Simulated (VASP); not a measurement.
Set up this calculation in VASP 6.6.1, as the native input.

```
Task                   : single point
Functional             : PBE
Potentials or basis    : VASP PAW PBE potentials, release 64 (Hf_pv, C)
Cutoff                 : 520 eV
k mesh                 : 12 × 12 × 12
Occupations            : gaussian, width 0.05 eV
Spin                   : no spin polarisation
Dipole correction      : no
Further INCAR settings : ALGO = Normal; EDIFF = 1e-06; NBANDS = 14
```

The structure of HfC lies in POSCAR:

```
HfC
1.0
    2.8718800407      0.0000000000      0.0000000000
    0.0000000000      2.9008889300      0.0000000000
    0.0000000000      0.0000000000      2.9008889300
Hf C
1 1
Direct
    0.0000000000      0.0000000000      0.0000000000
    0.5000000000      0.5000000000      0.5000000000
```

The input as run:

INCAR

```
SYSTEM = HfC
PREC     = Accurate       ! precision mode
ENCUT    = 520            ! plane-wave cutoff, eV
EDIFF    = 1E-6           ! SCF threshold, eV
ISMEAR   = 0              ! smearing method
SIGMA    = 0.05           ! smearing width, eV
LREAL    = .False.        ! projectors in reciprocal space
LASPH    = .True.         ! aspherical terms in the spheres
NELM     = 60             ! most SCF steps
ALGO     = Normal         ! electronic algorithm
ISIF     = 2              ! what is computed and relaxed
LWAVE    = .False.        ! write WAVECAR
LCHARG   = .True.         ! write CHGCAR
GGA      = PE             ! functional
LELF     = .True.         ! ELF
LVHAR    = .True.       
NBANDS   = 14             ! bands
```

KPOINTS

```
regular mesh
0
Gamma
  12 12 12
  0 0 0
```

Potentials or basis: VASP PAW PBE potentials, release 64 (Hf_pv, C).

The run is started by

```console
$ cat potpaw_PBE.64/Hf_pv/POTCAR potpaw_PBE.64/C/POTCAR > POTCAR
$ mpirun -np 1 vasp_std > vasp.out
```

Results of the run:

```
Pressure               : 0.7 GPa
Band gap on the k mesh : zero (band 7 reaches 7.73 eV, above the bottom of band 8 at 5.87 eV)
```

Caveat: spin-orbit coupling is left out, which moves the levels of the heavy elements.

Wall time 20 s on 1 thread of Intel(R) Xeon(R) 6975P-C (Granite Rapids), on a shared host, peak memory 0.19 GiB.
